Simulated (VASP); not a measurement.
Wanted: the native input for a VASP 6.6.1 run.

```
Task                   : electric field gradients
Functional             : LDA
Potentials or basis    : VASP PAW LDA potentials, release 64 (Bi_d)
Cutoff                 : 520 eV
k mesh                 : 11 × 11 × 11
Occupations            : fermi-dirac, width 0.03 eV
Spin                   : no spin polarisation
Dipole correction      : no
Further INCAR settings : ALGO = Normal; EDIFF = 1e-08; NBANDS = 22
```

The structure of Bi lies in POSCAR:

```
Bi
1.0
    2.2880530951      1.3210080704      3.9801861936
   -2.2880530951      1.3210080704      3.9801861936
    0.0000000000     -2.6420161407      3.9801861936
Bi
2
Direct
    0.2338900000      0.2338900000      0.2338900000
    0.7661100000      0.7661100000      0.7661100000
```

This cell differs from its parent crystal: volume scaled by 1.02.

The input as run:

INCAR

```
PREC = Accurate ; ENCUT = 520
EDIFF = 1E-8 ; ISMEAR = -1
SIGMA = 0.03 ; LREAL = False
LASPH = True ; NELM = 100
ALGO = Normal ; ISIF = 2
LWAVE = False ; LCHARG = False
GGA = CA ; LEFG = True
NBANDS = 22
```

KPOINTS

```
Automatic mesh
0
Gamma
  11 11 11
```

Potentials or basis: VASP PAW LDA potentials, release 64 (Bi_d).

Run with:

```sh
$ cat potpaw_LDA.64/Bi_d/POTCAR > POTCAR
$ mpirun -np 1 vasp_std > vasp.out
```

Results of the run:

```yaml
Pressure: -2.6 GPa
Largest_force: 0.026 eV/Å
Band_gap_on_the_k_mesh: zero (band 15 reaches 5.74 eV, above the bottom of band 16 at 5.69 eV)
```

Caveat: without QUAD_EFG the Cq values of the log hold for a quadrupole moment of 1 mb, not for the nuclei; spin-orbit coupling is left out, which moves the levels of the heavy elements.

Run time: 72 s on 1 thread of Intel(R) Xeon(R) Platinum 8559C (Emerald Rapids), on a shared host, peak memory 0.3 GiB.
